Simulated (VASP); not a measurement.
Input of a VASP 6.6.1 run:

File INCAR:

```
  ALGO = Fast
  EDIFF = 1E-6
  ENCUT = 520
  ISIF = 2
  ISMEAR = -1
  LASPH = True
  LCHARG = True
  LELF = True
  LREAL = False
  LVHAR = True
  LWAVE = False
  NBANDS = 18
  NELM = 100
  PREC = Accurate
  SIGMA = 0.05
```

File KPOINTS:

```
k-points
0
Gamma
  10 10 6
```

File POSCAR:

```
Au
1.0
    2.7580139704      0.0000000000      0.0000000000
   -0.0126908779      2.7626087492      0.0000000000
   -1.1146628489     -1.1612121098      4.8234957461
Au
2
Direct
    0.6728620000      0.6659620000      0.2740550000
    0.3271380000      0.3340380000      0.7259450000
```

Potentials or basis: VASP PAW LDA potentials, release 64 (Au).

Launch:

```console
$ cat potpaw_LDA.64/Au/POTCAR > POTCAR
$ mpirun -np 1 vasp_std > vasp.out
```

(1) Estimate the band gap on the k mesh.

(2) What does it give for the largest force?

Answers

(1) zero (band 11 reaches 11.22 eV, above the bottom of band 12 at 6.26 eV).

(2) 0.091 eV/Å.

Caveat: spin-orbit coupling is left out, which moves the levels of the heavy elements.
